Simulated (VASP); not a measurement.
A run of VASP 6.6.1 is set up as follows.

Contents of INCAR:

```
ALGO     = Normal         # electronic algorithm
EDIFF    = 1E-7           # SCF threshold, eV
ENCUT    = 520            # plane-wave cutoff, eV
GGA      = PE             # functional
ISIF     = 2              # what is computed and relaxed
ISMEAR   = 0              # smearing method
LASPH    = True           # aspherical terms in the spheres
LCHARG   = False          # write CHGCAR
LREAL    = False          # projectors in reciprocal space
LWAVE    = False          # write WAVECAR
NBANDS   = 44             # bands
NELM     = 80             # most SCF steps
PREC     = Accurate       # precision mode
SIGMA    = 0.03           # smearing width, eV
```

The input KPOINTS:

```
k-points
0
Gamma
  12 12 2
```

POSCAR

```
Ge2Sb2Te5
1.0
    4.0222432903      0.0000000000      0.0000000000
   -2.0111216451      3.4833648696      0.0000000000
    0.0000000000      0.0000000000     17.0757267796
Ge Sb Te
2 2 5
Direct
    0.0000000000      0.0000000000      0.3313200918
    0.0000000000      0.0000000000      0.6686799082
    0.3333333333      0.6666666667      0.1120971408
    0.6666666667      0.3333333333      0.8879028592
    0.0000000000      0.0000000000      0.0000000000
    0.3333333333      0.6666666667      0.7914345914
    0.6666666667      0.3333333333      0.2085654086
    0.3333333333      0.6666666667      0.4096023866
    0.6666666667      0.3333333333      0.5903976134
```

Potentials or basis: VASP PAW PBE potentials, release 64 (Ge_d, Sb, Te).

Command:

```sh
$ cat potpaw_PBE.64/Ge_d/POTCAR potpaw_PBE.64/Sb/POTCAR potpaw_PBE.64/Te/POTCAR > POTCAR
$ mpirun -np 1 vasp_std > vasp.out
```

Q: Predict the band gap on the k mesh.

A: Zero (bands 34 and 35 overlap by 0.05 eV).

Q: Predict the pressure.

A: 11.9 GPa.

Q: Predict the largest force.

A: 1.402 eV/Å.

Stress tensor (GPa, compression positive):
```
12.07  0.00  0.00
 0.00 12.07  0.00
 0.00  0.00 11.50
```

Caveat: the cell stands under pressure; spin-orbit coupling is left out, which moves the levels of the heavy elements; this functional lacks dispersion, which binds the layers, so the pressure and a relaxed spacing across them are unreliable; forces of over 1 eV/Å act on the atoms, so gaps and moduli don't describe the material at rest.
